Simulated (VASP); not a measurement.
# Te (P6_3/mmc) in VASP: further runs

Te is run at these levels: PBEsol; tasks: relaxation of cell and atoms, single point.

All numbers are computed with VASP 6.6.1; they aren't measurements. Logs are shortened: lines on timing, memory, paths and dates and some standing lists are left out, and cuts for length are marked.

## 1. The cell of the first run

The structure is hexagonal, space group P6_3/mmc (No. 194). The conventional cell has a = 4.869 Å, b = 4.869 Å, c = 9.969 Å, α = 90.00°, β = 90.00°, γ = 120.00°. Within 3.8 Å of Te (site symmetry 3m) lie 3 Te at 2.92 Å.

This isn't the form of Te at room conditions, which is trigonal, of chains.

## 2. Relaxation of cell and atoms, PBEsol

INCAR reads:

```
ALGO     = Normal         # electronic algorithm
EDIFF    = 1E-7           # SCF threshold, eV
EDIFFG   = -0.01          # ionic threshold
ENCUT    = 600            # plane-wave cutoff, eV
GGA      = PS             # functional
IBRION   = 2              # ionic algorithm
ISIF     = 3              # what is computed and relaxed
ISMEAR   = 0              # smearing method
LASPH    = T              # aspherical terms in the spheres
LCHARG   = F              # write CHGCAR
LREAL    = F              # projectors in reciprocal space
LWAVE    = F              # write WAVECAR
NELM     = 100            # most SCF steps
NSW      = 100            # ionic steps
PREC     = Accurate       # precision mode
SIGMA    = 0.1            # smearing width, eV
```

KPOINTS reads:

```
k-points
0
Gamma
  12 12 6
```

POSCAR reads:

```
Te
1.0
    4.8687879438      0.0000000000      0.0000000000
   -2.4343939719      4.2164940450      0.0000000000
    0.0000000000      0.0000000000      9.9688262392
Te
4
Direct
    0.3333333333      0.6666666667      0.4606281500
    0.6666666667      0.3333333333      0.9606281500
    0.6666666667      0.3333333333      0.5393718500
    0.3333333333      0.6666666667      0.0393718500
```

Potentials or basis: VASP PAW PBE potentials, release 64 (Te).

Run with:

```bash
> cat potpaw_PBE.64/Te/POTCAR > POTCAR
> mpirun -np 1 vasp_std > vasp.out
```

OUTCAR:

```text
EDIFF = 1E-7
   EDIFFG = -0.01
   ENCUT = 600
   GGA = PS
   IBRION = 2
   ISIF = 3
   ISMEAR = 0
   LASPH = T
   LREAL = F
   NELM = 100
   NSW = 100
   PREC = Accurate

 ion  position               nearest neighbor table
   1  0.333  0.667  0.461-   3 2.92   3 2.92   3 2.92
   2  0.667  0.333  0.961-   4 2.92   4 2.92   4 2.92
   3  0.667  0.333  0.539-   1 2.92   1 2.92   1 2.92
   4  0.333  0.667  0.039-   2 2.92   2 2.92   2 2.92

  LATTYP: Found a hexagonal cell.
 ALAT       =     4.8687879438
 C/A-ratio  =     2.0474964928

  Lattice vectors:

 A1 = (   4.8687879438,   0.0000000000,   0.0000000000)
 A2 = (  -2.4343939719,   4.2164940450,   0.0000000000)
 A3 = (   0.0000000000,   0.0000000000,   9.9688262392)

Analysis of symmetry for initial positions (statically):
=====================================================================
 Subroutine PRICEL returns:
 Original cell was already a primitive cell.

 Routine SETGRP: Setting up the symmetry group for a
 hexagonal supercell.

 Subroutine GETGRP returns: Found 24 space group operations
 (whereof 12 operations were pure point group operations)
 out of a pool of 24 trial point group operations.

The static configuration has the point symmetry D_3d.
 The point group associated with its full space group is D_6h.

Analysis of symmetry for dynamics (positions and initial velocities):
=====================================================================
 Subroutine PRICEL returns:
 Original cell was already a primitive cell.

 Routine SETGRP: Setting up the symmetry group for a
 hexagonal supercell.

 Subroutine GETGRP returns: Found 24 space group operations
 (whereof 12 operations were pure point group operations)
 out of a pool of 24 trial point group operations.

The dynamic configuration has the point symmetry D_3d.
 The point group associated with its full space group is D_6h.

 Subroutine INISYM returns: Found 24 space group operations
 (whereof 12 operations are pure point group operations),
 and found     1 'primitive' translations

----------------------------------------------------------------------------------------

                                     Primitive cell

  volume of cell :     204.6522

  direct lattice vectors                    reciprocal lattice vectors
     4.868787944  0.000000000  0.000000000     0.205389927  0.118581930  0.000000000
    -2.434393972  4.216494045  0.000000000     0.000000000  0.237163859  0.000000000
     0.000000000  0.000000000  9.968826239     0.000000000  0.000000000  0.100312712

  length of vectors
     4.868787944  4.868787944  9.968826239     0.237163859  0.237163859  0.100312712

  position of ions in fractional coordinates (direct lattice)
     0.333333333  0.666666667  0.460628150
     0.666666667  0.333333333  0.960628150
     0.666666667  0.333333333  0.539371850
     0.333333333  0.666666667  0.039371850

  ion indices of the primitive-cell ions
   primitive index   ion index
                 1           1
                 2           2
                 3           3
                 4           4

----------------------------------------------------------------------------------------

 KPOINTS: k-points

Automatic generation of k-mesh.
 Grid dimensions read from file:
 generate k-points for:   12   12    6

 Generating k-lattice:

  Cartesian coordinates                     Fractional coordinates (reciprocal lattice)
     0.017115827  0.009881827  0.000000000     0.083333333  0.000000000  0.000000000
     0.000000000  0.019763655  0.000000000     0.000000000  0.083333333  0.000000000
     0.000000000  0.000000000  0.016718785     0.000000000  0.000000000  0.166666667

  Length of vectors
     0.019763655  0.019763655  0.016718785

  Shift w.r.t. Gamma in fractional coordinates (k-lattice)
     0.000000000  0.000000000  0.000000000

 Subroutine IBZKPT returns following result:
 ===========================================

 Found     76 irreducible k-points:

 Following reciprocal coordinates:
            Coordinates               Weight
  0.000000  0.000000  0.000000      1.000000
  0.083333 -0.000000  0.000000      6.000000
  0.166667 -0.000000  0.000000      6.000000
  0.250000  0.000000  0.000000      6.000000
  0.333333  0.000000  0.000000      6.000000
  0.416667  0.000000  0.000000      6.000000
[... 16 lines left out ...]
  0.250000  0.000000  0.166667     12.000000
  0.333333  0.000000  0.166667     12.000000
 [... further k-points ...]
   k-points           NKPTS =     76   k-points in BZ     NKDIM =     76   number of bands    NBANDS=     16
   number of dos      NEDOS =    301   number of ions     NIONS =      4
   total plane-waves  NPLWV = 128000
   dimension x,y,z NGX =    40 NGY =   40 NGZ =   80
   dimension x,y,z NGXF=    80 NGYF=   80 NGZF=  160
   ions per type =               4
   NGX,Y,Z   is equivalent  to a cutoff of  13.66, 13.66, 13.34 a.u.
   NGXF,Y,Z  is equivalent  to a cutoff of  27.32, 27.32, 26.68 a.u.
 SYSTEM =  unknown system
   PREC   = accura    normal or accurate (medium, high low for compatibility)
   ISTART =      0    job   : 0-new  1-cont  2-samecut
   ICHARG =      2    charge: 1-file 2-atom 10-const
   ISPIN  =      1    spin polarized calculation?
   LNONCOLLINEAR =      F non collinear calculations
   LSORBIT =      F    spin-orbit coupling
   LASPH  =      T    aspherical Exc in radial PAW
   ENCUT  =  600.0 eV  44.10 Ry    6.64 a.u.   9.72  9.72 19.91*2*pi/ulx,y,z
   NELM   =    100;   NELMIN=  2; NELMDL= -5     # of ELM steps
   EDIFF  = 0.1E-06   stopping-criterion for ELM
   LREAL  =      F    real-space projection
   EDIFFG = -.1E-01   stopping-criterion for IOM
   NSW    =    100    number of steps for IOM
   IBRION =      2    ionic relax: 0-MD 1-quasi-New 2-CG
   NFREE  =      1    steps in history (QN), initial steepest desc. (CG)
   ISIF   =      3    stress and relaxation
   ISYM   =      2    0-nonsym 1-usesym 2-fastsym
   POTIM  = 0.5000    time-step for ionic-motion
   TEBEG  =    0.0;   TEEND  =   0.0 temperature during run
   PSTRESS=    0.0 pullay stress
   NELECT =      24.0000    total number of electrons
   NUPDOWN=      -1.0000    fix difference up-down
   EMIN   =  10.00;   EMAX   =-10.00  energy-range for DOS
   EFERMI =   0.00;   METHOD = LEGACY
   ISMEAR =     0;   SIGMA  =   0.10  broadening in eV -4-tet -1-fermi 0-gaus
   EFERMI_NEDOS =   21; number of points for ismear=-14 and -15
   IALGO  =     38    algorithm
   IMIX   =      4    mixing-type and parameters
     AMIX     =   0.40;   BMIX     =  1.00
     AMIX_MAG =   1.60;   BMIX_MAG =  1.00
  volume/ion in A,a.u.               =      51.16       345.27
  Fermi-wavevector in a.u.,A,eV,Ry     =   0.801321  1.514277  8.736507  0.642115
  Thomas-Fermi vector in A             =   1.908785
   LORBIT       =      0    0 simple, 1 ext, 2 COOP (PROOUT), +10 PAW based schemes
   GGA     = PS    functional components
   LHFCALC =     F    Hartree Fock is set to
   AEXX    =    0.0000 exact exchange contribution
   IVDW    =     0    specifies the selected vdW correction
   LEPSILON=     F    determine dielectric tensor
   LRPA    =     F    only Hartree local field effects (RPA)
 conjugate gradient relaxation of ions
 non-spin polarized calculation
 Gauss-broadening in eV      SIGMA  =   0.10
  energy-cutoff  :      600.00
  volume of cell :      204.65
 maximum number of plane-waves:      6876
 NGX is ok and might be reduce to    40
   NGX = 19   NGY = 19   NGZ = 39

--------------------------------------- Ionic step        1  -------------------------------------------

 number of electron      24.0000000 magnetization

 Free energy of the ion-electron system (eV)
  ---------------------------------------------------
  ext. energy  EPLUGINS =         0.00000000
  ---------------------------------------------------
  free energy    TOTEN  =       -12.48944297 eV

  energy without entropy =      -12.47939281  energy(sigma->0) =      -12.48441789

------------------------ aborting loop because EDIFF is reached ----------------------------------------

  FORCE on cell =-STRESS in cart. coord.  units (eV):
  Direction    XX          YY          ZZ          XY          YZ          ZX
  --------------------------------------------------------------------------------------
  -------------------------------------------------------------------------------------
  Total        0.5158344      0.5158344     -0.1605893      0.0000000     -0.0000000      0.0000000
  in kB        4.0383552      4.0383552     -1.2572187      0.0000000     -0.0000000      0.0000000
  external PRESSURE =       2.2731639 kB  Pullay stress =       0.0000000 kB

 VOLUME and BASIS-vectors are now :
 -----------------------------------------------------------------------------
  energy-cutoff  :      600.00
  volume of cell :      204.65
      direct lattice vectors                 reciprocal lattice vectors
     4.868787944  0.000000000  0.000000000     0.205389927  0.118581930  0.000000000
    -2.434393972  4.216494045  0.000000000     0.000000000  0.237163859  0.000000000
     0.000000000  0.000000000  9.968826239     0.000000000  0.000000000  0.100312712
[... 267 lines left out ...]
 POSITION                                       TOTAL-FORCE (eV/Angst)
 -----------------------------------------------------------------------------------
     -0.00000      2.83202      4.57673         0.000000     -0.000000      0.001507
      2.45260      1.41601      9.51781        -0.000000     -0.000000      0.001507
      2.45260      1.41601      5.30542        -0.000000      0.000000     -0.001507
     -0.00000      2.83202      0.36434         0.000000      0.000000     -0.001507
 -----------------------------------------------------------------------------------
    total drift:                                0.000000     -0.000000      0.000000

  FREE ENERGIE OF THE ION-ELECTRON SYSTEM (eV)
  ---------------------------------------------------
  free  energy   TOTEN  =       -12.5004725912 eV

  energy  without entropy=      -12.4928298334  energy(sigma->0) =      -12.49665121

--------------------------------------- Ionic step        9  -------------------------------------------

 number of electron      23.9999999 magnetization

 Free energy of the ion-electron system (eV)
  ---------------------------------------------------
  ext. energy  EPLUGINS =         0.00000000
  ---------------------------------------------------
  free energy    TOTEN  =       -12.50049937 eV

  energy without entropy =      -12.49288678  energy(sigma->0) =      -12.49669307

 E-fermi :   2.3158     XC(G=0):  -7.0875

 val. band max:        2.2963434279   @ k =   0.0833  -0.0000   0.1667
 cond. band min:       2.3209817656   @ k =   0.0833   0.0833   0.0000
 fundamental gap:      0.0246383376
 Fermi energy:         2.3158395333

 k-point     1 :       0.0000    0.0000    0.0000
  band No.  band energies     occupation
      1     -10.8128      2.00000
      2     -10.7271      2.00000
      3      -6.4475      2.00000
      4      -6.2403      2.00000
      5      -1.5304      2.00000
      6      -1.5304      2.00000
[... 8 lines left out ...]
     15       2.4112      0.17765
     16       2.8826      0.00000
[... 419 lines left out ...]
 k-point    24 :       0.3333    0.0000    0.1667
  band No.  band energies     occupation
      1     -10.1656      2.00000
      2     -10.0887      2.00000
      3      -7.8530      2.00000
      4      -7.7452      2.00000
      5      -2.1029      2.00000
      6      -2.0294      2.00000
[... 8 lines left out ...]
     15       3.7201      0.00000
     16       3.9583      0.00000

 [... further k-points ...]
[... 5 lines left out ...]
  --------------------------------------------------------------------------------------
  -------------------------------------------------------------------------------------
  Total       -0.0019555     -0.0019555      0.0003609      0.0000000      0.0000000      0.0000000
  in kB       -0.0152029     -0.0152029      0.0028062      0.0000000      0.0000000      0.0000000
  external PRESSURE =      -0.0091999 kB  Pullay stress =       0.0000000 kB

 VOLUME and BASIS-vectors are now :
 -----------------------------------------------------------------------------
  energy-cutoff  :      600.00
  volume of cell :      206.08
      direct lattice vectors                 reciprocal lattice vectors
     4.907524274  0.000000000  0.000000000     0.203768732  0.117645932  0.000000000
    -2.453762137  4.250040691  0.000000000    -0.000000000  0.235291865  0.000000000
     0.000000000 -0.000000000  9.880467032     0.000000000 -0.000000000  0.101209791

 POSITION                                       TOTAL-FORCE (eV/Angst)
 -----------------------------------------------------------------------------------
     -0.00000      2.83336      4.57624        -0.000000     -0.000000      0.003457
      2.45376      1.41668      9.51647        -0.000000     -0.000000      0.003457
      2.45376      1.41668      5.30423        -0.000000      0.000000     -0.003457
     -0.00000      2.83336      0.36399         0.000000      0.000000     -0.003457
 -----------------------------------------------------------------------------------
    total drift:                                0.000000     -0.000000      0.000000

  FREE ENERGIE OF THE ION-ELECTRON SYSTEM (eV)
  ---------------------------------------------------
  free  energy   TOTEN  =       -12.5004993668 eV

  energy  without entropy=      -12.4928867812  energy(sigma->0) =      -12.49669307

 reached required accuracy - stopping structural energy minimisation
```

It took 44 min on 1 thread of AMD EPYC 7R13, shared host; peak memory 0.51 GiB.

What came out:

| Quantity | Value |
| --- | --- |
| Free energy | -12.5005 eV |
| Relaxed volume | 51.52 Å³/atom |
| Relaxed cell | a = 4.908 Å, b = 4.908 Å, c = 9.880 Å, α = 90.00°, β = 90.00°, γ = 120.00° |
| Space group after relaxing (to 0.1 Å) | P6_3/mmc (No. 194) |
| Energy gained by relaxing | 2.8 meV/atom |
| Ionic steps | 9 |
| Pressure after relaxing | 0.0 GPa |
| Largest force after relaxing | 0.003 eV/Å |
| Band gap on the k mesh | zero (bands 12 and 13 overlap by 0.30 eV) |

Forces in eV/Å, atoms in the order of the input:
```
Te   0.000  0.000  0.003
Te   0.000  0.000  0.003
Te   0.000  0.000 -0.003
Te   0.000  0.000 -0.003
```

Step by step:
```csv
step,energy change (eV),largest force (eV/Å),pressure (GPa),volume (Å³)
1,0.0000,0.1122,0.23,204.65
2,-0.0051,0.1357,-0.14,206.81
3,-0.0052,0.1383,-0.19,207.10
4,-0.0095,0.0727,-0.11,206.68
5,-0.0110,0.0006,-0.03,206.23
6,-0.0110,0.0024,-0.03,206.25
7,-0.0110,0.0052,-0.04,206.27
8,-0.0110,0.0015,0.03,205.92
9,-0.0111,0.0035,0.00,206.08
```

Final structure:
```
Te
1.0
     4.90752    0.00000    0.00000
    -2.45376    4.25004    0.00000
     0.00000    0.00000    9.88047
Te
4
Direct
  0.33333 0.66667 0.46316
  0.66667 0.33333 0.96316
  0.66667 0.33333 0.53684
  0.33333 0.66667 0.03684
```

Caveat: the highest band is partly filled, so the run has too few bands; the PAW data sets were made with another functional, which shifts forces and pressure a little; spin-orbit coupling is left out, which moves the levels of the heavy elements; this functional lacks dispersion, which binds layers or chains, so the pressure and a relaxed spacing across them are unreliable.

## 3. Relaxation of cell and atoms, PBEsol

This run uses another cell than the first one, of 30.38 Å³/atom.

INCAR reads:

```
PREC = Accurate
ENCUT = 600
EDIFF = 1E-6
ISMEAR = 0
SIGMA = 0.1
LREAL = F
LASPH = T
NELM = 80
ALGO = Normal
ISIF = 3
LWAVE = F
LCHARG = F
GGA = PS
IBRION = 2
NSW = 100
EDIFFG = -0.01
```

KPOINTS reads:

```
Automatic mesh
0
Gamma
  15 15 6
```

POSCAR reads:

```
Te
1.0
    4.0857542599      0.0000000000      0.0000000000
   -2.0428771299      3.5383669827      0.0000000000
    0.0000000000      0.0000000000      8.4058692557
Te
4
Direct
    0.0000000000      0.0000000000      0.0000000000
    0.0000000000      0.0000000000      0.5000000000
    0.3333333333      0.6666666667      0.7500000000
    0.6666666667      0.3333333333      0.2500000000
```

Potentials or basis: VASP PAW PBE potentials, release 64 (Te).

Run with:

```bash
> cat potpaw_PBE.64/Te/POTCAR > POTCAR
> mpirun -np 1 vasp_std > vasp.out
```

Wall time 7.7 min (1 thread of Intel Xeon 6975P-C (Granite Rapids), shared host); peak memory 0.45 GiB.

The run converged. Its results:

```
Free energy                           : -13.7148 eV
Relaxed volume                        : 30.09 Å³/atom
Relaxed cell                          : a = 4.038 Å, b = 4.038 Å, c = 8.523 Å, α = 90.00°, β = 90.00°, γ = 120.00°
Space group after relaxing (to 0.1 Å) : P6_3/mmc (No. 194)
Energy gained by relaxing             : 0.9 meV/atom
Ionic steps                           : 7
Pressure after relaxing               : 0.0 GPa
Band gap on the k mesh                : zero (bands 12 and 13 overlap by 2.13 eV)
```

The path:
```csv
step,energy change (eV),largest force (eV/Å),pressure (GPa),volume (Å³)
1,0.0000,0.0000,-0.03,121.52
2,-0.0010,0.0000,-0.08,121.41
3,-0.0029,0.0000,-0.16,121.06
4,-0.0009,0.0000,-0.36,120.33
5,-0.0032,0.0000,-0.21,120.89
6,-0.0034,0.0000,0.15,119.99
7,-0.0035,0.0000,0.01,120.35
```

Final structure:
```cif
data_structure
_symmetry_space_group_name_H-M 'P 1'
_symmetry_Int_Tables_number 1
_cell_length_a 4.0380
_cell_length_b 4.0380
_cell_length_c 8.5228
_cell_angle_alpha 90.000
_cell_angle_beta 90.000
_cell_angle_gamma 120.000
_cell_volume 120.35
loop_
_atom_site_label
_atom_site_type_symbol
_atom_site_fract_x
_atom_site_fract_y
_atom_site_fract_z
_atom_site_occupancy
Te1 Te 0.00000 0.00000 0.00000 1
Te2 Te 0.00000 0.00000 0.50000 1
Te3 Te 0.33333 0.66667 0.75000 1
Te4 Te 0.66667 0.33333 0.25000 1
```

Levels at points of the mesh, in eV from the Fermi level:
| k point | band 10 | band 11 | band 12 | band 13 | band 14 | band 15 |
| --- | --- | --- | --- | --- | --- | --- |
| (0.00, 0.00, 0.00) | -0.78 | -0.54 | -0.54 | -0.40 | 1.09 | 1.09 |
| (0.00, 0.00, 0.50) | -1.67 | 0.45 | 0.45 | 0.45 | 0.45 | 1.55 |

Caveat: the PAW data sets were made with another functional, which shifts forces and pressure a little; spin-orbit coupling is left out, which moves the levels of the heavy elements.

[end of part 1 of 2]

The gap in the log of VASP goes by the Fermi energy; the results here count the filled bands.